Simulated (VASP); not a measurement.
**ScAl2N3: single point with PBE**

ScAl2N3:

```xyz
6
Lattice="3.0197 0.0000 0.0000 -1.5098 2.6151 0.0000 0.0000 0.0000 8.6794" Properties=species:S:1:pos:R:3 pbc="T T T"
Sc    1.5098    0.8717    0.0000
Al    1.5098    0.8717    6.1002
Al    1.5098    0.8717    2.5792
N     0.0000    1.7434    1.6196
N     0.0000    1.7434    7.0598
N     1.5098    0.8717    4.3397
```

- Program: VASP 6.6.1
- Task: single point
- Functional: PBE
- Potentials or basis: VASP PAW PBE potentials, release 64 (Sc_sv, Al, N)
- Cutoff: 600 eV
- k mesh: 4 × 4 × 2
- Occupations: gaussian, width 0.15 eV
- Spin: no spin polarisation
- Dipole correction: no
- Further INCAR settings: ALGO = Normal; EDIFF = 1e-06; NBANDS = 25

```yaml
Pressure: -0.4 GPa
Largest_force: 0.021 eV/Å
Band_gap_on_the_k_mesh: zero (band 16 reaches 7.18 eV, above the bottom of band 17 at 6.43 eV)
```

Forces on the atoms (eV/Å):
```
Sc   0.000  0.000  0.000
Al   0.000  0.000  0.000
Al   0.000  0.000  0.000
N    0.000  0.000  0.021
N    0.000  0.000 -0.021
N    0.000  0.000  0.000
```

Stress tensor (GPa, compression positive):
```
-0.67  0.00  0.00
 0.00 -0.67  0.00
 0.00  0.00  0.13
```

Levels at points of the mesh, in eV from the Fermi level:
```tsv
k point	band 12	band 13	band 14	band 15	band 16	band 17	band 18	band 19	band 20	band 21
(0.00, 0.00, 0.00)	-2.30	-2.14	-2.14	-0.30	0.44	0.44	2.25	2.25	2.39	3.53
(0.50, 0.00, 0.00)	-3.61	-3.47	-3.02	-2.98	-0.28	-0.20	2.68	3.02	3.67	3.96
(0.00, 0.00, 0.50)	-2.29	-2.15	-2.15	0.07	0.45	0.45	2.24	2.24	3.14	3.49
(0.50, 0.00, 0.50)	-3.66	-3.49	-2.95	-2.47	-0.31	-0.31	2.14	3.11	4.01	4.42
```

Wall time 15 s on 1 thread of AMD EPYC 9R45 96-Core Processor (Zen 5) (shared host), peak memory 0.16 GiB.

Caveat: the k points lie up to 0.60 Å⁻¹ apart.
